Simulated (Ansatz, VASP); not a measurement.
TaN in VASP and in Ansatz

File INCAR:

```
SYSTEM = TaN
PREC = Accurate ; ENCUT = 520
EDIFF = 1E-6 ; ISMEAR = 0
SIGMA = 0.15 ; LREAL = .FALSE.
LASPH = .TRUE. ; NELM = 100
ALGO = Normal ; ISIF = 2
LWAVE = .FALSE. ; LCHARG = .FALSE.
GGA = PS ; NBANDS = 15
```

KPOINTS

```
regular mesh
0
G
  24 24 20
  0 0 0
```

Contents of POSCAR:

```
TaN
1.0
    2.9239890447      0.0000000000     -0.1461994522
   -1.4619945224      2.5322487931      0.0730997261
   -0.1435363821      0.0000000000      2.8707276427
Ta N
1 1
Direct
    0.3333333333      0.6666666667      0.5000000000
    0.0000000000      0.0000000000      0.0000000000
```

Input for Ansatz:

```yaml
crystal:
  lattice:
    - [2.9239890447, 0.0, -0.1461994522]
    - [-1.4619945224, 2.5322487931, 0.0730997261]
    - [-0.1435363821, 0.0, 2.8707276427]
  atoms:
    - { symbol: Ta, position: [0.3333333333, 0.6666666667, 0.5] }
    - { symbol: "N", position: [0.0, 0.0, 0.0] }
basis:
  ecutwfc: 420
kpoints:
  mp_grid: { grid: [24, 24, 20] }
hamiltonian:
  xc: pbesol
scf:
  occupations: { method: gaussian, width: 0.15 }
output:
  forces: true
  stress: true
  eigenvalues: true
```

Change from the starting cell: strain -0.1000 x Voigt [0, 0, 0, 0, 1, 0], atoms carried along.

Alike in both runs: task single point; functional PBEsol; k mesh 24 × 24 × 20; occupations gaussian, width 0.15 eV; no spin polarisation.

```csv
,VASP,Ansatz
version,VASP 6.6.1,Ansatz 0.2.0
potentials or method,"VASP PAW PBE potentials, release 64 (Ta_pv, N), cutoff 520 eV","scalar-relativistic, plane waves, PAW"
valence electrons in the cell,16,18
```

|  | VASP | Ansatz | Ansatz less VASP |
| --- | --- | --- | --- |
| gap on the k mesh at the Fermi level (eV) | none | none | - |
| pressure (GPa) | 5.1 | 4.2 | -0.89 |
| traceless stress, the component that is largest in VASP (GPa) | 25.80 | 25.59 | -0.219 |
| rms of the force components (eV/Å) | 0.153 | 0.151 | -0.0021 |

VASP's potentials were made for PBE, not for PBEsol. Atom by atom the forces differ by 0.002 eV/Å (rms over components). A gap of «none» marks a metal or a gap that the smearing closes. The functional is the same, so the differences come from potentials, cutoffs and numerics. VASP's potentials hold 16 valence electrons a cell and Ansatz's 18, so a difference there can come from the potentials and not from the codes.

Spin-orbit coupling is off throughout.
